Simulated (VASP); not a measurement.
# Ru (P6_3/mmc) in VASP: single point with PBE

Aim: the single point of Ru with PBE.

Everything below comes from runs of VASP 6.6.1. Logs are shortened: lines on timing, memory, paths and dates and some standing lists are left out, and cuts for length are marked.

### Step 1. The cell of the first run

Symmetry: P6_3/mmc, No. 194, hexagonal system. Conventional cell: a = 2.721 Å, b = 2.721 Å, c = 4.293 Å, α = 90.00°, β = 90.00°, γ = 120.00°. Within 3.5 Å of Ru (site symmetry -6m2) lie 12 Ru at 2.66 to 2.72 Å.

### Step 2. Single point, PBE

Input file INCAR:

```
ALGO = Fast
EDIFF = 1E-6
ENCUT = 520
GGA = PE
ISIF = 2
ISMEAR = 0
LASPH = True
LCHARG = False
LREAL = False
LWAVE = False
NBANDS = 21
NELM = 80
PREC = Accurate
SIGMA = 0.1
```

Input file KPOINTS:

```
k-points
0
Gamma
  39 39 22
```

Input file POSCAR:

```
Ru
1.0
    2.7214576963      0.0000000000      0.0000000000
   -1.3607288482      2.3568515003      0.0000000000
    0.0000000000      0.0000000000      4.2925023441
Ru
2
Direct
    0.3333333333      0.6666666667      0.2500000000
    0.6666666667      0.3333333333      0.7500000000
```

Potentials or basis: VASP PAW PBE potentials, release 64 (Ru_pv).

Command:

```
> cat potpaw_PBE.64/Ru_pv/POTCAR > POTCAR
> mpirun -np 1 vasp_std > vasp.out
```

OUTCAR:

```text
EDIFF = 1E-6
   ENCUT = 520
   GGA = PE
   ISIF = 2
   ISMEAR = 0
   LASPH = True
   LREAL = False
   NELM = 80
   PREC = Accurate

 ion  position               nearest neighbor table
   1  0.333  0.667  0.250-   2 2.66   2 2.66   2 2.66   2 2.66   2 2.66   2 2.66
   2  0.667  0.333  0.750-   1 2.66   1 2.66   1 2.66   1 2.66   1 2.66   1 2.66

  LATTYP: Found a hexagonal cell.
 ALAT       =     2.7214576963
 C/A-ratio  =     1.5772805691

  Lattice vectors:

 A1 = (   2.7214576963,   0.0000000000,   0.0000000000)
 A2 = (  -1.3607288482,   2.3568515003,   0.0000000000)
 A3 = (   0.0000000000,   0.0000000000,   4.2925023441)

Analysis of symmetry for initial positions (statically):
=====================================================================
 Subroutine PRICEL returns:
 Original cell was already a primitive cell.

 Routine SETGRP: Setting up the symmetry group for a
 hexagonal supercell.

 Subroutine GETGRP returns: Found 24 space group operations
 (whereof 12 operations were pure point group operations)
 out of a pool of 24 trial point group operations.

The static configuration has the point symmetry D_3d.
 The point group associated with its full space group is D_6h.

Analysis of symmetry for dynamics (positions and initial velocities):
=====================================================================
 Subroutine PRICEL returns:
 Original cell was already a primitive cell.

 Routine SETGRP: Setting up the symmetry group for a
 hexagonal supercell.

 Subroutine GETGRP returns: Found 24 space group operations
 (whereof 12 operations were pure point group operations)
 out of a pool of 24 trial point group operations.

The dynamic configuration has the point symmetry D_3d.
 The point group associated with its full space group is D_6h.

 Subroutine INISYM returns: Found 24 space group operations
 (whereof 12 operations are pure point group operations),
 and found     1 'primitive' translations

----------------------------------------------------------------------------------------

                                     Primitive cell

  volume of cell :      27.5324

  direct lattice vectors                    reciprocal lattice vectors
     2.721457696  0.000000000  0.000000000     0.367450136  0.212147435  0.000000000
    -1.360728848  2.356851500  0.000000000     0.000000000  0.424294870  0.000000000
     0.000000000  0.000000000  4.292502344     0.000000000  0.000000000  0.232964346

  length of vectors
[... 79 lines left out ...]
   LASPH  =      T    aspherical Exc in radial PAW
   ENCUT  =  520.0 eV  38.22 Ry    6.18 a.u.   5.06  5.06  7.98*2*pi/ulx,y,z
   NELM   =     80;   NELMIN=  2; NELMDL= -5     # of ELM steps
   EDIFF  = 0.1E-05   stopping-criterion for ELM
   LREAL  =      F    real-space projection
   EDIFFG = 0.1E-04   stopping-criterion for IOM
   NSW    =      0    number of steps for IOM
   IBRION =     -1    ionic relax: 0-MD 1-quasi-New 2-CG
   NFREE  =      0    steps in history (QN), initial steepest desc. (CG)
   ISIF   =      2    stress and relaxation
   ISYM   =      2    0-nonsym 1-usesym 2-fastsym
   POTIM  = 0.5000    time-step for ionic-motion
   TEBEG  =    0.0;   TEEND  =   0.0 temperature during run
   PSTRESS=    0.0 pullay stress
   NELECT =      28.0000    total number of electrons
   NUPDOWN=      -1.0000    fix difference up-down
   EMIN   =  10.00;   EMAX   =-10.00  energy-range for DOS
   EFERMI =   0.00;   METHOD = LEGACY
   ISMEAR =     0;   SIGMA  =   0.10  broadening in eV -4-tet -1-fermi 0-gaus
   EFERMI_NEDOS =   21; number of points for ismear=-14 and -15
   IALGO  =     68    algorithm
   IMIX   =      4    mixing-type and parameters
     AMIX     =   0.40;   BMIX     =  1.00
     AMIX_MAG =   1.60;   BMIX_MAG =  1.00
  volume/ion in A,a.u.               =      13.77        92.90
  Fermi-wavevector in a.u.,A,eV,Ry     =   1.646314  3.111083 36.876557  2.710350
  Thomas-Fermi vector in A             =   2.735963
   LORBIT       =      0    0 simple, 1 ext, 2 COOP (PROOUT), +10 PAW based schemes
   GGA     = PE    functional components
   LHFCALC =     F    Hartree Fock is set to
   AEXX    =    0.0000 exact exchange contribution
   IVDW    =     0    specifies the selected vdW correction
   LEPSILON=     F    determine dielectric tensor
   LRPA    =     F    only Hartree local field effects (RPA)
 non-spin polarized calculation
 RMM-DIIS sequential band-by-band and
 Gauss-broadening in eV      SIGMA  =   0.10
  energy-cutoff  :      520.00
  volume of cell :       27.53
 maximum number of plane-waves:       762
   NGX = 11   NGY = 11   NGZ = 15

 number of electron      28.0000012 magnetization

 Free energy of the ion-electron system (eV)
  ---------------------------------------------------
  ext. energy  EPLUGINS =         0.00000000
  ---------------------------------------------------
  free energy    TOTEN  =       -18.47287438 eV

  energy without entropy =      -18.46464558  energy(sigma->0) =      -18.46875998

 E-fermi :  12.5947     XC(G=0): -14.0342

 val. band max:       12.5942402237   @ k =   0.3846   0.0513   0.4545
 cond. band min:      12.5961232468   @ k =   0.3077   0.1795   0.2727
 fundamental gap:      0.0018830231
 Fermi energy:        12.5947196767

 k-point     1 :       0.0000    0.0000    0.0000
  band No.  band energies     occupation
      1     -31.0142      2.00000
      2     -30.1239      2.00000
      3     -30.1239      2.00000
      4     -29.9582      2.00000
      5     -29.9582      2.00000
      6     -29.9145      2.00000
[... 565 lines left out ...]
     20      23.0204      0.00000
     21      23.0315      0.00000

 [... further k-points ...]

------------------------ aborting loop because EDIFF is reached ----------------------------------------

  FORCE on cell =-STRESS in cart. coord.  units (eV):
  Direction    XX          YY          ZZ          XY          YZ          ZX
  --------------------------------------------------------------------------------------
  -------------------------------------------------------------------------------------
  Total       -0.0216180     -0.0216180     -0.0165529      0.0000000     -0.0000000      0.0000000
  in kB       -1.2580052     -1.2580052     -0.9632526      0.0000000     -0.0000000      0.0000000
  external PRESSURE =      -1.1597543 kB  Pullay stress =       0.0000000 kB

 VOLUME and BASIS-vectors are now :
 -----------------------------------------------------------------------------
  energy-cutoff  :      520.00
  volume of cell :       27.53
      direct lattice vectors                 reciprocal lattice vectors
     2.721457696  0.000000000  0.000000000     0.367450136  0.212147435  0.000000000
    -1.360728848  2.356851500  0.000000000     0.000000000  0.424294870  0.000000000
     0.000000000  0.000000000  4.292502344     0.000000000  0.000000000  0.232964346

 POSITION                                       TOTAL-FORCE (eV/Angst)
 -----------------------------------------------------------------------------------
     -0.00000      1.57123      1.07313        -0.000000      0.000000      0.000000
      1.36073      0.78562      3.21938         0.000000     -0.000000      0.000000
 -----------------------------------------------------------------------------------
    total drift:                               -0.000000      0.000000     -0.000000

  FREE ENERGIE OF THE ION-ELECTRON SYSTEM (eV)
  ---------------------------------------------------
  free  energy   TOTEN  =       -18.4728743817 eV

  energy  without entropy=      -18.4646455797  energy(sigma->0) =      -18.46875998
```

OSZICAR:

```text
N       E                     dE             d eps       ncg     rms          rms(c)
DAV:   1     0.287131627124E+03    0.28713E+03   -0.17568E+04 74280   0.148E+03
DAV:   2    -0.140112110951E+02   -0.30114E+03   -0.29200E+03 75813   0.444E+02
DAV:   3    -0.197905871642E+02   -0.57794E+01   -0.57444E+01 87103   0.689E+01
DAV:   4    -0.198339557456E+02   -0.43369E-01   -0.43317E-01 93189   0.570E+00
DAV:   5    -0.198345048906E+02   -0.54915E-03   -0.54512E-03 84999   0.569E-01    0.172E+01
RMM:   6    -0.185586755335E+02    0.12758E+01   -0.27996E+00 75449   0.140E+01    0.451E+00
RMM:   7    -0.184798281887E+02    0.78847E-01   -0.35106E-01 80844   0.445E+00    0.966E-01
RMM:   8    -0.184734588127E+02    0.63694E-02   -0.20412E-02 83977   0.134E+00    0.435E-01
RMM:   9    -0.184728602985E+02    0.59851E-03   -0.22437E-03 84510   0.424E-01    0.669E-02
RMM:  10    -0.184728782595E+02   -0.17961E-04   -0.32226E-04 86539   0.167E-01    0.163E-02
RMM:  11    -0.184728760911E+02    0.21683E-05   -0.49370E-05 90258   0.483E-02    0.441E-03
RMM:  12    -0.184728742050E+02    0.18861E-05   -0.90548E-06 81056   0.182E-02    0.237E-03
RMM:  13    -0.184728743817E+02   -0.17671E-06   -0.89134E-07 60791   0.662E-03
   1 F= -.18472874E+02 E0= -.18468760E+02  d E =-.822880E-02
```

It took 5 min on 1 thread of Intel Xeon 6975P-C (Granite Rapids), shared host; peak memory 0.81 GiB.

Results:

* Free energy: -18.4729 eV
* Pressure: -0.1 GPa
* Band gap on the k mesh: zero (bands 14 and 15 overlap by 3.17 eV)
